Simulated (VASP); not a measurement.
# Na (Pm-3m) in VASP: single point with r2SCAN

Aim: the single point of Na with r2SCAN.

All numbers are computed with VASP 6.6.1; they aren't measurements. Logs are shortened: lines on timing, memory, paths and dates and some standing lists are left out, and cuts for length are marked.

## Step 1: The cell of the first run

It takes space group Pm-3m (No. 221, cubic). The conventional cell has a = 7.023 Å, b = 7.023 Å, c = 7.023 Å, α = 90.00°, β = 90.00°, γ = 90.00°.

This isn't the form of Na at room conditions, which is bcc.

## Step 2: Single point, r2SCAN

Input file POSCAR:

```
Na
1.0
    7.0233430000      0.0000000000      0.0000000000
    0.0000000000      7.0233430000      0.0000000000
    0.0000000000      0.0000000000      7.0233430000
Na
1
Direct
    0.0000000000      0.0000000000      0.0000000000
```

Input file INCAR.step1:

```
SYSTEM = Na
PREC     = Accurate       ! precision mode
ENCUT    = 520            ! plane-wave cutoff, eV
ISMEAR   = 1              ! smearing method
SIGMA    = 0.05           ! smearing width, eV
LREAL    = .FALSE.        ! projectors in reciprocal space
LASPH    = .TRUE.         ! aspherical terms in the spheres
NELM     = 80             ! most SCF steps
NBANDS   = 10             ! bands
GGA      = PE             ! functional
ALGO     = Normal         ! electronic algorithm
EDIFF    = 1E-4           ! SCF threshold, eV
LWAVE    = .TRUE.         ! write WAVECAR
LCHARG   = .FALSE.        ! write CHGCAR
```

Input file INCAR.step2:

```
SYSTEM = Na
PREC     = Accurate       ! precision mode
ENCUT    = 520            ! plane-wave cutoff, eV
EDIFF    = 1E-6           ! SCF threshold, eV
ISMEAR   = 1              ! smearing method
SIGMA    = 0.05           ! smearing width, eV
LREAL    = .FALSE.        ! projectors in reciprocal space
LASPH    = .TRUE.         ! aspherical terms in the spheres
NELM     = 80             ! most SCF steps
ALGO     = Normal         ! electronic algorithm
ISIF     = 2              ! what is computed and relaxed
LWAVE    = .FALSE.        ! write WAVECAR
LCHARG   = .FALSE.        ! write CHGCAR
METAGGA  = R2SCAN         ! meta-GGA
LMIXTAU  = .TRUE.       
NBANDS   = 10             ! bands
ISTART   = 1
```

Input file KPOINTS:

```
regular mesh
0
G
  3 3 3
  0 0 0
```

Potentials or basis: VASP PAW PBE potentials, release 64 (Na_pv).

The run is started by

```sh
cat potpaw_PBE.64/Na_pv/POTCAR > POTCAR
cp INCAR.step1 INCAR
mpirun -np 1 vasp_std > vasp.out
cp INCAR.step2 INCAR
mpirun -np 1 vasp_std > vasp.out
```

OUTCAR:

```text
SYSTEM = Na
   PREC = Accurate
   ENCUT = 520
   EDIFF = 1E-6
   ISMEAR = 1
   LREAL = .FALSE.
   LASPH = .TRUE.
   NELM = 80
   ISIF = 2
   METAGGA = R2SCAN
   ISTART = 1

 ion  position               nearest neighbor table
   1  0.000  0.000  0.000-

  LATTYP: Found a simple cubic cell.
 ALAT       =     7.0233430000

  Lattice vectors:

 A1 = (   7.0233430000,   0.0000000000,   0.0000000000)
 A2 = (   0.0000000000,   7.0233430000,   0.0000000000)
 A3 = (   0.0000000000,   0.0000000000,   7.0233430000)

Analysis of symmetry for initial positions (statically):
=====================================================================
 Subroutine PRICEL returns:
 Original cell was already a primitive cell.

 Routine SETGRP: Setting up the symmetry group for a
 simple cubic supercell.

 Subroutine GETGRP returns: Found 48 space group operations
 (whereof 48 operations were pure point group operations)
 out of a pool of 48 trial point group operations.

The static configuration has the point symmetry O_h .

Analysis of symmetry for dynamics (positions and initial velocities):
=====================================================================
 Subroutine PRICEL returns:
 Original cell was already a primitive cell.

 Routine SETGRP: Setting up the symmetry group for a
 simple cubic supercell.

 Subroutine GETGRP returns: Found 48 space group operations
 (whereof 48 operations were pure point group operations)
 out of a pool of 48 trial point group operations.

The dynamic configuration has the point symmetry O_h .

 Subroutine INISYM returns: Found 48 space group operations
 (whereof 48 operations are pure point group operations),
 and found     1 'primitive' translations

----------------------------------------------------------------------------------------

                                     Primitive cell

  volume of cell :     346.4429

  direct lattice vectors                    reciprocal lattice vectors
     7.023343000  0.000000000  0.000000000     0.142382338  0.000000000  0.000000000
     0.000000000  7.023343000  0.000000000     0.000000000  0.142382338  0.000000000
     0.000000000  0.000000000  7.023343000     0.000000000  0.000000000  0.142382338

  length of vectors
     7.023343000  7.023343000  7.023343000     0.142382338  0.142382338  0.142382338

  position of ions in fractional coordinates (direct lattice)
     0.000000000  0.000000000  0.000000000

  ion indices of the primitive-cell ions
   primitive index   ion index
                 1           1

----------------------------------------------------------------------------------------

 KPOINTS: regular mesh

Automatic generation of k-mesh.
 Grid dimensions read from file:
 generate k-points for:    3    3    3

 Generating k-lattice:

  Cartesian coordinates                     Fractional coordinates (reciprocal lattice)
     0.047460779  0.000000000  0.000000000     0.333333333  0.000000000  0.000000000
     0.000000000  0.047460779  0.000000000     0.000000000  0.333333333  0.000000000
     0.000000000  0.000000000  0.047460779     0.000000000  0.000000000  0.333333333

  Length of vectors
     0.047460779  0.047460779  0.047460779

  Shift w.r.t. Gamma in fractional coordinates (k-lattice)
     0.000000000  0.000000000  0.000000000

 Subroutine IBZKPT returns following result:
 ===========================================

 Found      4 irreducible k-points:

 Following reciprocal coordinates:
            Coordinates               Weight
  0.000000  0.000000  0.000000      1.000000
  0.333333  0.000000  0.000000      6.000000
  0.333333  0.333333  0.000000     12.000000
  0.333333  0.333333  0.333333      8.000000
   k-points           NKPTS =      4   k-points in BZ     NKDIM =      4   number of bands    NBANDS=     10
   number of dos      NEDOS =    301   number of ions     NIONS =      1
   total plane-waves  NPLWV = 157464
   dimension x,y,z NGX =    54 NGY =   54 NGZ =   54
   dimension x,y,z NGXF=   108 NGYF=  108 NGZF=  108
   ions per type =               1
   NGX,Y,Z   is equivalent  to a cutoff of  12.78, 12.78, 12.78 a.u.
   NGXF,Y,Z  is equivalent  to a cutoff of  25.56, 25.56, 25.56 a.u.
 SYSTEM =  Na
   PREC   = accura    normal or accurate (medium, high low for compatibility)
   ISTART =      1    job   : 0-new  1-cont  2-samecut
   ICHARG =      0    charge: 1-file 2-atom 10-const
   ISPIN  =      1    spin polarized calculation?
   LNONCOLLINEAR =      F non collinear calculations
   LSORBIT =      F    spin-orbit coupling
   LASPH  =      T    aspherical Exc in radial PAW
   ENCUT  =  520.0 eV  38.22 Ry    6.18 a.u.  13.06 13.06 13.06*2*pi/ulx,y,z
   NELM   =     80;   NELMIN=  2; NELMDL=  0     # of ELM steps
   EDIFF  = 0.1E-05   stopping-criterion for ELM
   LREAL  =      F    real-space projection
   EDIFFG = 0.1E-04   stopping-criterion for IOM
   NSW    =      0    number of steps for IOM
   IBRION =     -1    ionic relax: 0-MD 1-quasi-New 2-CG
   NFREE  =      0    steps in history (QN), initial steepest desc. (CG)
   ISIF   =      2    stress and relaxation
   ISYM   =      2    0-nonsym 1-usesym 2-fastsym
   POTIM  = 0.5000    time-step for ionic-motion
   TEBEG  =    0.0;   TEEND  =   0.0 temperature during run
   PSTRESS=    0.0 pullay stress
   NELECT =       7.0000    total number of electrons
   NUPDOWN=      -1.0000    fix difference up-down
   EMIN   =  10.00;   EMAX   =-10.00  energy-range for DOS
   EFERMI =   0.00;   METHOD = LEGACY
   ISMEAR =     1;   SIGMA  =   0.05  broadening in eV -4-tet -1-fermi 0-gaus
   EFERMI_NEDOS =   21; number of points for ismear=-14 and -15
   IALGO  =     38    algorithm
   IMIX   =      4    mixing-type and parameters
     AMIX     =   0.40;   BMIX     =  1.00
     AMIX_MAG =   1.60;   BMIX_MAG =  1.00
  volume/ion in A,a.u.               =     346.44      2337.91
  Fermi-wavevector in a.u.,A,eV,Ry     =   0.445893  0.842615  2.705114  0.198820
  Thomas-Fermi vector in A             =   1.423866
   LORBIT       =      0    0 simple, 1 ext, 2 COOP (PROOUT), +10 PAW based schemes
   METAGGA = R2SCAN    functional components
   LHFCALC =     F    Hartree Fock is set to
   AEXX    =    0.0000 exact exchange contribution
   IVDW    =     0    specifies the selected vdW correction
   LEPSILON=     F    determine dielectric tensor
   LRPA    =     F    only Hartree local field effects (RPA)
 non-spin polarized calculation
 Methfessel and Paxton  Order N= 1 SIGMA  =   0.05
  energy-cutoff  :      520.00
  volume of cell :      346.44
 maximum number of plane-waves:      9357
 NGX is ok and might be reduce to    54
   NGX = 27   NGY = 27   NGZ = 27

 number of electron       7.0000020 magnetization

 Free energy of the ion-electron system (eV)
  ---------------------------------------------------
  ext. energy  EPLUGINS =         0.00000000
  ---------------------------------------------------
  free energy    TOTEN  =        -2.28041948 eV

  energy without entropy =       -2.27419632  energy(sigma->0) =       -2.27834509

 E-fermi :  -2.2958     XC(G=0):  -2.5015

 val. band max:       -2.2982986041   @ k =   0.3333   0.3333   0.0000
 cond. band min:      -2.0728810496   @ k =   0.3333   0.3333   0.3333
 fundamental gap:      0.2254175544
 Fermi energy:        -2.2958335372

 k-point     1 :       0.0000    0.0000    0.0000
  band No.  band energies     occupation
      1     -29.7008      2.00000
      2     -29.7008      2.00000
      3     -29.7008      2.00000
      4      -2.7623      2.00000
      5       0.5346      0.00000
      6       0.5346      0.00000
      7       0.5346      0.00000
      8       0.9379      0.00000
      9       1.4229      0.00000
     10       1.4229      0.00000

 k-point     2 :       0.3333    0.0000    0.0000
  band No.  band energies     occupation
      1     -29.7008      2.00000
      2     -29.7008      2.00000
      3     -29.7008      2.00000
      4      -2.5278      2.00000
      5      -0.7931      0.00000
      6       0.7403      0.00000
      7       0.7403      0.00000
      8       1.4205      0.00000
      9       1.7092      0.00000
     10       2.4395      0.00000

 k-point     3 :       0.3333    0.3333    0.0000
  band No.  band energies     occupation
      1     -29.7008      2.00000
      2     -29.7008      2.00000
      3     -29.7008      2.00000
      4      -2.2983      1.08333
      5      -0.5662      0.00000
      6      -0.4963      0.00000
      7       0.9332      0.00000
      8       0.9881      0.00000
      9       1.8896      0.00000
     10       2.8391      0.00000

 k-point     4 :       0.3333    0.3333    0.3333
  band No.  band energies     occupation
      1     -29.7008      2.00000
      2     -29.7008      2.00000
      3     -29.7008      2.00000
      4      -2.0729     -0.00000
      5      -0.3338      0.00000
      6      -0.2572      0.00000
      7      -0.2572      0.00000
      8       1.1281      0.00000
      9       1.4306      0.00000
     10       1.4306      0.00000

------------------------ aborting loop because EDIFF is reached ----------------------------------------

  FORCE on cell =-STRESS in cart. coord.  units (eV):
  Direction    XX          YY          ZZ          XY          YZ          ZX
  --------------------------------------------------------------------------------------
  -------------------------------------------------------------------------------------
  Total       -0.2747699     -0.2747699     -0.2747699      0.0000000      0.0000000      0.0000000
  in kB       -1.2707148     -1.2707148     -1.2707148      0.0000000      0.0000000      0.0000000
  external PRESSURE =      -1.2707148 kB  Pullay stress =       0.0000000 kB

 VOLUME and BASIS-vectors are now :
 -----------------------------------------------------------------------------
  energy-cutoff  :      520.00
  volume of cell :      346.44
      direct lattice vectors                 reciprocal lattice vectors
     7.023343000  0.000000000  0.000000000     0.142382338  0.000000000  0.000000000
     0.000000000  7.023343000  0.000000000     0.000000000  0.142382338  0.000000000
     0.000000000  0.000000000  7.023343000     0.000000000  0.000000000  0.142382338

 POSITION                                       TOTAL-FORCE (eV/Angst)
 -----------------------------------------------------------------------------------
      0.00000      0.00000      0.00000         0.000000      0.000000      0.000000
 -----------------------------------------------------------------------------------
    total drift:                                0.000000     -0.000000     -0.000000

  FREE ENERGIE OF THE ION-ELECTRON SYSTEM (eV)
  ---------------------------------------------------
  free  energy   TOTEN  =        -2.2804194757 eV

  energy  without entropy=       -2.2741963216  energy(sigma->0) =       -2.27834509
```

It took 3.2 min on 1 thread of Intel Xeon 8259CL, shared host; peak memory 0.4 GiB.

What came out:

```
Free energy            : -2.2804 eV
Pressure               : -0.1 GPa
Band gap on the k mesh : zero (an odd number of electrons rules out a gap without spin polarisation)
```

Levels at points of the mesh, in eV from the Fermi level:
| k point | band 1 | band 2 | band 3 | band 4 | band 5 | band 6 | band 7 | band 8 | band 9 |
| --- | --- | --- | --- | --- | --- | --- | --- | --- | --- |
| (0.00, 0.00, 0.00) | -27.40 | -27.40 | -27.40 | -0.47 | 2.83 | 2.83 | 2.83 | 3.23 | 3.72 |

Caveat: the PAW data sets were made with another functional, which shifts forces and pressure a little.
